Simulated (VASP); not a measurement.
# MgO (P6_3mc) in VASP: notebook

MgO is run at these levels: PBE; tasks: single point, relaxation of cell and atoms.

All numbers are computed with VASP 6.6.1; they aren't measurements. Logs are shortened: lines on timing, memory, paths and dates and some standing lists are left out, and cuts for length are marked.

## (1) The cell of the first run

The structure is hexagonal, space group P6_3mc (No. 186). Conventional cell: a = 3.314 Å, b = 3.314 Å, c = 5.122 Å, α = 90.00°, β = 90.00°, γ = 120.00°. Mg (site symmetry 3m) has 4 O at 1.99 to 2.01 Å within 2.6 Å. Within 2.6 Å of O (site symmetry 3m) lie 4 Mg at 1.99 to 2.01 Å.

## (2) Single point, PBE

Input file INCAR:

```
SYSTEM = MgO
PREC = Accurate
ENCUT = 520
EDIFF = 1E-6
ISMEAR = 0
SIGMA = 0.02
LREAL = .False.
LASPH = .True.
NELM = 80
ALGO = Normal
ISIF = 2
LWAVE = .False.
LCHARG = .False.
GGA = PE
NBANDS = 16
```

Input file KPOINTS:

```
regular mesh
0
Gamma
  12 12 4
  0 0 0
```

Input file POSCAR:

```
MgO
1.0
    3.3142397270      0.0000000000      0.0000000000
   -1.6571198635      2.8702157978      0.0000000000
    0.0000000000      0.0000000000      5.1223408391
Mg O
2 2
Direct
    0.0000000000      0.0000000000     -0.0084244877
    0.3333333333      0.6666666667      0.4915755123
    0.0000000000      0.0000000000      0.3834249877
    0.3333333333      0.6666666667      0.8834249877
```

Potentials or basis: VASP PAW PBE potentials, release 64 (Mg, O).

Run with:

```sh
cat potpaw_PBE.64/Mg/POTCAR potpaw_PBE.64/O/POTCAR > POTCAR
mpirun -np 1 vasp_std > vasp.out
```

OUTCAR:

```text
SYSTEM = MgO
   PREC = Accurate
   ENCUT = 520
   EDIFF = 1E-6
   ISMEAR = 0
   LREAL = .False.
   LASPH = .True.
   NELM = 80
   ISIF = 2
   GGA = PE

 ion  position               nearest neighbor table
   1  0.000  0.000  0.992-   4 1.99   4 1.99   4 1.99   3 2.01   2 3.20   2 3.20   2 3.20   2 3.20
                             2 3.20   2 3.20
   2  0.333  0.667  0.492-   3 1.99   3 1.99   3 1.99   4 2.01   1 3.20   1 3.20   1 3.20   1 3.20
                             1 3.20   1 3.20
   3  0.000  0.000  0.383-   2 1.99   2 1.99   2 1.99   1 2.01
   4  0.333  0.667  0.883-   1 1.99   1 1.99   1 1.99   2 2.01

  LATTYP: Found a hexagonal cell.
 ALAT       =     3.3142397270
 C/A-ratio  =     1.5455553192

  Lattice vectors:

 A1 = (   3.3142397270,   0.0000000000,   0.0000000000)
 A2 = (  -1.6571198635,   2.8702157978,   0.0000000000)
 A3 = (   0.0000000000,   0.0000000000,   5.1223408391)

Analysis of symmetry for initial positions (statically):
=====================================================================
 Subroutine PRICEL returns:
 Original cell was already a primitive cell.

 Routine SETGRP: Setting up the symmetry group for a
 hexagonal supercell.

 Subroutine GETGRP returns: Found 12 space group operations
 (whereof  6 operations were pure point group operations)
 out of a pool of 24 trial point group operations.

The static configuration has the point symmetry C_3v.
 The point group associated with its full space group is C_6v.

Analysis of symmetry for dynamics (positions and initial velocities):
=====================================================================
 Subroutine PRICEL returns:
 Original cell was already a primitive cell.

 Routine SETGRP: Setting up the symmetry group for a
 hexagonal supercell.

 Subroutine GETGRP returns: Found 12 space group operations
 (whereof  6 operations were pure point group operations)
 out of a pool of 24 trial point group operations.

The dynamic configuration has the point symmetry C_3v.
 The point group associated with its full space group is C_6v.

 Subroutine INISYM returns: Found 12 space group operations
 (whereof  6 operations are pure point group operations),
 and found     1 'primitive' translations

----------------------------------------------------------------------------------------

                                     Primitive cell

  volume of cell :      48.7267

  direct lattice vectors                    reciprocal lattice vectors
     3.314239727  0.000000000  0.000000000     0.301728325  0.174202929  0.000000000
[... 96 lines left out ...]
   ISIF   =      2    stress and relaxation
   ISYM   =      2    0-nonsym 1-usesym 2-fastsym
   POTIM  = 0.5000    time-step for ionic-motion
   TEBEG  =    0.0;   TEEND  =   0.0 temperature during run
   PSTRESS=    0.0 pullay stress
   NELECT =      16.0000    total number of electrons
   NUPDOWN=      -1.0000    fix difference up-down
   EMIN   =  10.00;   EMAX   =-10.00  energy-range for DOS
   EFERMI =   0.00;   METHOD = LEGACY
   ISMEAR =     0;   SIGMA  =   0.02  broadening in eV -4-tet -1-fermi 0-gaus
   EFERMI_NEDOS =   21; number of points for ismear=-14 and -15
   IALGO  =     38    algorithm
   IMIX   =      4    mixing-type and parameters
     AMIX     =   0.40;   BMIX     =  1.00
     AMIX_MAG =   1.60;   BMIX_MAG =  1.00
  volume/ion in A,a.u.               =      12.18        82.21
  Fermi-wavevector in a.u.,A,eV,Ry     =   1.129430  2.134313 17.355745  1.275611
  Thomas-Fermi vector in A             =   2.266123
   LORBIT       =      0    0 simple, 1 ext, 2 COOP (PROOUT), +10 PAW based schemes
   GGA     = PE    functional components
   LHFCALC =     F    Hartree Fock is set to
   AEXX    =    0.0000 exact exchange contribution
   IVDW    =     0    specifies the selected vdW correction
   LEPSILON=     F    determine dielectric tensor
   LRPA    =     F    only Hartree local field effects (RPA)
 non-spin polarized calculation
 Gauss-broadening in eV      SIGMA  =   0.02
  energy-cutoff  :      520.00
  volume of cell :       48.73
 maximum number of plane-waves:      1339
 NGX is ok and might be reduce to    28
   NGX = 13   NGY = 13   NGZ = 19

 number of electron      15.9999998 magnetization

 Free energy of the ion-electron system (eV)
  ---------------------------------------------------
  ext. energy  EPLUGINS =         0.00000000
  ---------------------------------------------------
  free energy    TOTEN  =       -23.53492075 eV

  energy without entropy =      -23.53492075  energy(sigma->0) =      -23.53492075

 E-fermi :   0.9745     XC(G=0):  -9.6060

 val. band max:        0.8835110324   @ k =   0.0000   0.0000   0.0000
 cond. band min:       4.2788631451   @ k =   0.0000   0.0000   0.0000
 fundamental gap:      3.3953521128
 Fermi energy:         0.9745044009

 k-point     1 :       0.0000    0.0000    0.0000
  band No.  band energies     occupation
      1     -15.1898      2.00000
      2     -14.4702      2.00000
      3      -2.2482      2.00000
      4       0.2849      2.00000
      5       0.2849      2.00000
      6       0.5777      2.00000
[... 433 lines left out ...]
      3      -1.8138      2.00000
      4      -1.4073      2.00000
      5      -0.5096      2.00000
      6      -0.0409      2.00000
[... 8 lines left out ...]
     15      15.4708      0.00000
     16      16.3161      0.00000

 [... further k-points ...]

------------------------ aborting loop because EDIFF is reached ----------------------------------------

  FORCE on cell =-STRESS in cart. coord.  units (eV):
  Direction    XX          YY          ZZ          XY          YZ          ZX
  --------------------------------------------------------------------------------------
  -------------------------------------------------------------------------------------
  Total       -0.1171229     -0.1171229     -0.1239398      0.0000000     -0.0000000     -0.0000000
  in kB       -3.8511070     -3.8511070     -4.0752517      0.0000000     -0.0000000     -0.0000000
  external PRESSURE =      -3.9258219 kB  Pullay stress =       0.0000000 kB

 VOLUME and BASIS-vectors are now :
 -----------------------------------------------------------------------------
  energy-cutoff  :      520.00
  volume of cell :       48.73
      direct lattice vectors                 reciprocal lattice vectors
     3.314239727  0.000000000  0.000000000     0.301728325  0.174202929  0.000000000
    -1.657119863  2.870215798  0.000000000     0.000000000  0.348405859  0.000000000
     0.000000000  0.000000000  5.122340839     0.000000000  0.000000000  0.195223245

 POSITION                                       TOTAL-FORCE (eV/Angst)
 -----------------------------------------------------------------------------------
      0.00000      0.00000      5.07919         0.000000     -0.000000      0.001943
     -0.00000      1.91348      2.51802        -0.000000     -0.000000      0.001943
      0.00000      0.00000      1.96403         0.000000      0.000000     -0.001943
     -0.00000      1.91348      4.52520         0.000000     -0.000000     -0.001943
 -----------------------------------------------------------------------------------
    total drift:                                0.000000     -0.000000     -0.001403

  FREE ENERGIE OF THE ION-ELECTRON SYSTEM (eV)
  ---------------------------------------------------
  free  energy   TOTEN  =       -23.5349207546 eV

  energy  without entropy=      -23.5349207546  energy(sigma->0) =      -23.53492075
```

OSZICAR:

```text
N       E                     dE             d eps       ncg     rms          rms(c)
DAV:   1     0.544607692470E+02    0.54461E+02   -0.76833E+03  1880   0.875E+02
DAV:   2    -0.240657444039E+02   -0.78527E+02   -0.72233E+02  2496   0.189E+02
DAV:   3    -0.277805236182E+02   -0.37148E+01   -0.37082E+01  2104   0.424E+01
DAV:   4    -0.277957514523E+02   -0.15228E-01   -0.15228E-01  2240   0.317E+00
DAV:   5    -0.277958294699E+02   -0.78018E-04   -0.78018E-04  2136   0.217E-01    0.117E+01
DAV:   6    -0.235962081454E+02    0.41996E+01   -0.12477E+01  1824   0.262E+01    0.397E+00
DAV:   7    -0.235412074497E+02    0.55001E-01   -0.18312E-01  1824   0.342E+00    0.221E+00
DAV:   8    -0.235366255778E+02    0.45819E-02   -0.10215E-01  1912   0.346E+00    0.516E-01
DAV:   9    -0.235340967919E+02    0.25288E-02   -0.32118E-03  2296   0.520E-01    0.178E-01
DAV:  10    -0.235348960098E+02   -0.79922E-03   -0.15753E-03  1872   0.255E-01    0.289E-02
DAV:  11    -0.235349201387E+02   -0.24129E-04   -0.16686E-05  2152   0.269E-02    0.212E-02
DAV:  12    -0.235349207693E+02   -0.63055E-06   -0.10404E-05  1864   0.274E-02    0.213E-03
DAV:  13    -0.235349207546E+02    0.14656E-07   -0.38687E-07  1344   0.474E-03
   1 F= -.23534921E+02 E0= -.23534921E+02  d E =-.200668E-13
```

stdout:

```text
POSCAR found type information on POSCAR MgO
 POSCAR found :  2 types and       4 ions
 scaLAPACK will be used
 LDA part: xc-table for (Slater+PW92), standard interpolation
 POSCAR, INCAR and KPOINTS ok, starting setup
 FFT: planning ... GRIDC
 FFT: planning ... GRID_SOFT
 FFT: planning ... GRID
 WAVECAR not read
 entering main loop
```

Run time: 19 s. Hardware: 1 thread of Intel Xeon 6975P-C (Granite Rapids), shared host; peak memory 0.2 GiB.

What came out:

- Free energy: -23.5349 eV
- Pressure: -0.4 GPa
- Band gap on the k mesh: 3.40 eV

## (3) Single point, PBE

Input file INCAR:

```
PREC = Accurate ; ENCUT = 520
EDIFF = 1E-6 ; ISMEAR = 0
SIGMA = 0.02 ; LREAL = F
LASPH = T ; NELM = 60
ALGO = Normal ; ISIF = 2
LWAVE = F ; LCHARG = T
GGA = PE ; LELF = T
LVHAR = T ; NBANDS = 16
```

Input file KPOINTS:

```
Automatic mesh
0
Gamma
  12 12 6
```

POSCAR is that of step 2.

Potentials or basis: VASP PAW PBE potentials, release 64 (Mg, O).

Run with:

```sh
cat potpaw_PBE.64/Mg/POTCAR potpaw_PBE.64/O/POTCAR > POTCAR
mpirun -np 1 vasp_std > vasp.out
```

It took 24 s on 1 thread of Intel Xeon 6975P-C (Granite Rapids), shared host; peak memory 0.21 GiB.

Results (log left out):

- Free energy: -23.5350 eV
- Pressure: -0.4 GPa
- Band gap on the k mesh: 3.40 eV

Levels at points of the mesh, in eV from the valence-band top:
| k point | band 4 | band 5 | band 6 | band 7 | band 8 | band 9 | band 10 | band 11 | band 12 | band 13 |
| --- | --- | --- | --- | --- | --- | --- | --- | --- | --- | --- |
| (0.00, 0.00, 0.00) | -0.60 | -0.60 | -0.31 | -0.31 | 0.00 | 3.40 | 8.35 | 10.02 | 14.16 | 14.16 |
| (0.50, 0.00, 0.00) | -2.10 | -1.62 | -1.12 | -0.74 | -0.42 | 7.78 | 7.93 | 9.09 | 10.58 | 12.80 |
| (0.00, 0.00, 0.50) | -1.93 | -0.46 | -0.46 | -0.46 | -0.46 | 5.84 | 5.84 | 12.88 | 12.88 | 14.63 |
| (0.50, 0.00, 0.50) | -2.96 | -0.79 | -0.79 | -0.66 | -0.66 | 7.31 | 7.31 | 10.64 | 10.64 | 13.37 |

## (4) Relaxation of cell and atoms, PBE

This run uses another cell than the first one, of 13.27 Å³/atom.

Input file INCAR:

```
ALGO     = Normal         # electronic algorithm
EDIFF    = 1E-6           # SCF threshold, eV
EDIFFG   = -0.01          # ionic threshold
ENCUT    = 600            # plane-wave cutoff, eV
GGA      = PE             # functional
IBRION   = 2              # ionic algorithm
ISIF     = 3              # what is computed and relaxed
ISMEAR   = 0              # smearing method
LASPH    = True           # aspherical terms in the spheres
LCHARG   = False          # write CHGCAR
LREAL    = False          # projectors in reciprocal space
LWAVE    = False          # write WAVECAR
NELM     = 60             # most SCF steps
NSW      = 80             # ionic steps
PREC     = Accurate       # precision mode
SIGMA    = 0.02           # smearing width, eV
```

Input file KPOINTS:

```
k-points
0
Gamma
  12 12 4
```

Input file POSCAR:

```
MgO
1.0
    3.3234966895      0.0000000000      0.0000000000
   -1.6617483448      2.8782325625      0.0000000000
    0.0000000000      0.0000000000      5.5491553398
Mg O
2 2
Direct
    0.0000000000      0.0000000000      0.0071360785
    0.3333333333      0.6666666667      0.5071361004
    0.0000000000      0.0000000000      0.3678643005
    0.3333333333      0.6666666667      0.8678645207
```

Run with:

```sh
cat potpaw_PBE.64/Mg/POTCAR potpaw_PBE.64/O/POTCAR > POTCAR
mpirun -np 1 vasp_std > vasp.out
```

Run time: 1.9 min. Hardware: 1 thread of Intel Xeon 6975P-C (Granite Rapids), shared host; peak memory 0.23 GiB.

It converged, with:

```
Free energy                           : -23.5492 eV
Relaxed volume                        : 12.12 Å³/atom
Relaxed cell                          : a = 3.307 Å, b = 3.307 Å, c = 5.120 Å, α = 90.00°, β = 90.00°, γ = 120.00°
Space group after relaxing (to 0.1 Å) : P6_3mc (No. 186)
Energy gained by relaxing             : 55.1 meV/atom
Ionic steps                           : 12
Pressure after relaxing               : 0.0 GPa
Band gap on the k mesh                : 3.43 eV
```

Stress tensor (GPa, compression positive):
```
 0.09  0.00  0.00
 0.00  0.09  0.00
 0.00  0.00 -0.11
```

Step by step:
```
step  energy change (eV)  largest force (eV/Å)  pressure (GPa)  volume (Å³)
   1              0.0000                0.5455           -8.30        53.08
   2             -0.1701                0.2816            1.80        47.97
   3             -0.1705                0.2943            1.31        48.16
   4             -0.1946                0.1316            0.67        48.41
   5             -0.2116                0.1676           -1.13        49.04
   6             -0.2126                0.1256           -0.82        48.94
   7             -0.2196                0.0711           -0.04        48.49
   8             -0.2201                0.0261           -0.27        48.59
   9             -0.2202                0.0067            0.30        48.36
  10             -0.2202                0.0155            0.07        48.46
  11             -0.2202                0.0149            0.08        48.45
  12             -0.2203                0.0018            0.03        48.48
```

Final structure:
```
Mg O
1.0
     3.30662    0.00000    0.00000
    -1.65331    2.86361    0.00000
     0.00000    0.00000    5.11964
Mg O
2 2
Direct
  0.00000 0.00000 0.99180
  0.33333 0.66667 0.49180
  0.00000 0.00000 0.38320
  0.33333 0.66667 0.88320
```

Levels at points of the mesh, in eV from the valence-band top:
```tsv
k point	band 5	band 6	band 7	band 8	band 9	band 10	band 11	band 12
(0.00, 0.00, 0.00)	-0.59	-0.30	-0.30	0.00	3.43	8.40	10.06	14.22
(0.50, 0.00, 0.00)	-1.62	-1.11	-0.74	-0.41	7.82	7.95	9.13	10.62
(0.00, 0.00, 0.50)	-0.45	-0.45	-0.45	-0.45	5.87	5.87	12.92	12.92
(0.50, 0.00, 0.50)	-0.78	-0.78	-0.66	-0.66	7.34	7.34	10.69	10.69
```

A k mesh can miss the band edges.

## (5) Relaxation of cell and atoms, PBE

Input file INCAR:

```
SYSTEM = MgO
PREC = Accurate ; ENCUT = 600
EDIFF = 1E-6 ; ISMEAR = 0
SIGMA = 0.02 ; LREAL = .False.
LASPH = .True. ; NELM = 80
ALGO = Normal ; ISIF = 3
LWAVE = .False. ; LCHARG = .False.
GGA = PE ; IBRION = 2
NSW = 80 ; EDIFFG = -0.01
```

Input file KPOINTS:

```
Automatic mesh
0
Gamma
  12 12 6
  0 0 0
```

Input file POSCAR:

```
MgO
1.0
    3.3142397270      0.0000000000      0.0000000000
   -1.6571198635      2.8702157978      0.0000000000
    0.0000000000      0.0000000000      5.1223408391
Mg O
2 2
Direct
    0.0000000000      0.0000000000     -0.0084244877
    0.3333333333      0.6666666667      0.4915755123
    0.0000000000      0.0000000000      0.3834249877
    0.3333333333      0.6666666667      0.8834249877
```

Run with:

```sh
cat potpaw_PBE.64/Mg/POTCAR potpaw_PBE.64/O/POTCAR > POTCAR
mpirun -np 1 vasp_std > vasp.out
```

Run time: 38 s. Hardware: 1 thread of Intel Xeon 6975P-C (Granite Rapids), shared host; peak memory 0.21 GiB.

It converged, with:

| Property | Result |
| --- | --- |
| Free energy | -23.5412 eV |
| Relaxed volume | 12.12 Å³/atom |
| Relaxed cell | a = 3.309 Å, b = 3.309 Å, c = 5.114 Å, α = 90.00°, β = 90.00°, γ = 120.00° |
| Space group after relaxing (to 0.1 Å) | P6_3mc (No. 186) |
| Energy gained by relaxing | 0.1 meV/atom |
| Ionic steps | 3 |
| Pressure after relaxing | 0.0 GPa |
| Band gap on the k mesh | 3.42 eV |

Forces in eV/Å, atoms in the order of the input:
```
Mg   0.000  0.000 -0.002
Mg   0.000  0.000 -0.002
O    0.000  0.000  0.002
O    0.000  0.000  0.002
```

The path:
```
step  energy change (eV)  largest force (eV/Å)  pressure (GPa)  volume (Å³)
   1              0.0000                0.0021           -0.54        48.73
   2             -0.0004                0.0034            0.14        48.44
   3             -0.0004                0.0024            0.01        48.49
```

Final structure:
```yaml
crystal:
  lattice:
    - [3.30886, 0.00000, 0.00000]
    - [-1.65443, 2.86556, 0.00000]
    - [0.00000, 0.00000, 5.11369]
  atoms:
    - { symbol: Mg, position: [0.00000, 0.00000, 0.99159] }
    - { symbol: Mg, position: [0.33333, 0.66667, 0.49159] }
    - { symbol: O, position: [0.00000, 0.00000, 0.38341] }
    - { symbol: O, position: [0.33333, 0.66667, 0.88341] }
```

Levels at points of the mesh, in eV from the valence-band top:
```
           k point  band 6  band 7  band 8  band 9  band 10  band 11
(0.00, 0.00, 0.00)   -0.31   -0.31    0.00    3.42     8.39    10.06
(0.50, 0.00, 0.00)   -1.12   -0.74   -0.42    7.80     7.95     9.13
(0.00, 0.00, 0.50)   -0.46   -0.46   -0.46    5.87     5.87    12.92
(0.50, 0.00, 0.50)   -0.79   -0.66   -0.66    7.34     7.34    10.68
```

A k mesh can miss the band edges.

## (6) Overview

| task | cell | k mesh | cutoff (eV) | gap on the mesh (eV) | pressure (GPa) | relaxed volume (Å³/atom) |
| --- | --- | --- | --- | --- | --- | --- |
| single point | a = 3.314, b = 3.314, c = 5.122 Å, angles 90.0, 90.0, 120.0°, 4 atoms, atomic positions A | 12 × 12 × 4 | 520 | 3.40 | -0.4 | - |
| single point | a = 3.314, b = 3.314, c = 5.122 Å, angles 90.0, 90.0, 120.0°, 4 atoms, atomic positions A | 12 × 12 × 6 | 520 | 3.40 | -0.4 | - |
| relaxation of cell and atoms | relaxed from a = 3.323, b = 3.323, c = 5.549 Å, angles 90.0, 90.0, 120.0°, 4 atoms, atomic positions B | 12 × 12 × 4 | 600 | 3.43 | 0.0 | 12.12 |
| relaxation of cell and atoms | relaxed from a = 3.314, b = 3.314, c = 5.122 Å, angles 90.0, 90.0, 120.0°, 4 atoms, atomic positions A | 12 × 12 × 6 | 600 | 3.42 | 0.0 | 12.12 |

Alike in all rows: level PBE; potentials or basis VASP PAW PBE potentials, release 64 (Mg, O); no spin polarisation; smearing gaussian 0.02 eV.

Absolute energies hang on the potentials; compare differences alone.
